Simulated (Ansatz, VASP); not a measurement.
# BeTe in VASP and in Ansatz

The input INCAR:

```
PREC = Accurate ; ENCUT = 600
EDIFF = 1E-7 ; ISMEAR = 0
SIGMA = 0.1 ; LREAL = False
LASPH = True ; NELM = 60
ALGO = Normal ; ISIF = 3
LWAVE = False ; LCHARG = False
GGA = PE ; IBRION = 2
NSW = 90 ; EDIFFG = -0.04
```

KPOINTS

```
regular mesh
0
Gamma
  6 6 4
```

File POSCAR:

```
BeTe
1.0
    3.0578296200      0.0000000000      0.0000000000
    0.0000000000      3.0578296200      0.0000000000
    0.0000000000      0.0000000000      4.4937167300
Be Te
1 1
Direct
    0.0000000000      0.0000000000      0.4693774300
    0.5000000000      0.5000000000      0.2933928400
```

Input for Ansatz:

```yaml
crystal:
  lattice:
    - [3.05782962, 0.0, 0.0]
    - [0.0, 3.05782962, 0.0]
    - [0.0, 0.0, 4.49371673]
  atoms:
    - { symbol: Be, position: [0.0, 0.0, 0.46937743] }
    - { symbol: Te, position: [0.5, 0.5, 0.29339284] }
basis:
  ecutwfc: 420
kpoints:
  mp_grid: { grid: [6, 6, 4] }
hamiltonian:
  xc: pbe
scf:
  occupations: { method: gaussian, width: 0.1 }
  lower_state_search: "off"
output:
  forces: true
  stress: true
  eigenvalues: true
relax:
  adjacent_minimum: "off"
  f_tol: 0.04
  max_steps: 70
  cell: { stress_tol: 0.4 }
```

Alike in both runs: task relaxation of cell and atoms; functional PBE; k mesh 6 × 6 × 4; occupations gaussian, width 0.1 eV; no spin polarisation.

|  | VASP | Ansatz |
| --- | --- | --- |
| version | VASP 6.6.1 | Ansatz 0.2.0 |
| potentials or method | VASP PAW PBE potentials, release 64 (Be, Te), cutoff 600 eV | scalar-relativistic, plane waves, PAW |
| valence electrons in the cell | 8 | 18 |

|  | VASP | Ansatz | Ansatz less VASP |
| --- | --- | --- | --- |
| gap on the k mesh at the Fermi level, each at its own relaxed structure (eV) | none | none | - |
| relaxed volume (Å³/atom) | 20.99 | 33.33 | +12.336 |
| relaxed cell length with the largest relative difference (Å) | 3.645 | 5.215 | +1.5709 |

A gap of «none» marks a metal or a gap that the smearing closes. One of these differences is far larger than is usual between the two programs; its cause wasn't traced. VASP's potentials hold 8 valence electrons a cell and Ansatz's 18, so a difference there can come from the potentials and not from the codes.

Neither program's run includes spin-orbit coupling.
